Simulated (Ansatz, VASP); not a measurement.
## Two plane-wave programs on GaAs3

```
Ga As
1.0
     4.97823    0.00000    0.00000
     0.00000    4.97823    0.00000
     0.00000    0.00000    4.97823
Ga As
1 3
Direct
  0.50000 0.50000 0.50000
  0.00000 0.50000 0.50000
  0.50000 0.00000 0.50000
  0.50000 0.50000 0.00000
```

Alike in both runs: functional PBE; k mesh 10 × 10 × 10; occupations gaussian, width 0.1 eV; no spin polarisation.

Ansatz relaxed the structure, and its values are those at the end. VASP's run is a single point on that final structure, the one shown.

```csv
,VASP,Ansatz
version,VASP 6.6.1,Ansatz 0.2.0
potentials or method,"VASP PAW PBE potentials, release 64 (Ga_d, As), cutoff 520 eV","scalar-relativistic, plane waves, PAW"
valence electrons in the cell,28,58
```

```tsv
	VASP	Ansatz	Ansatz less VASP
gap on the k mesh at the Fermi level (eV)	none	none	-
pressure (GPa)	0.1	0.0	-0.08
```

A gap of «none» marks a metal or a gap that the smearing closes. The functional is the same, so the differences come from potentials, cutoffs and numerics. VASP's potentials hold 28 valence electrons a cell and Ansatz's 58, so a difference there can come from the potentials and not from the codes.
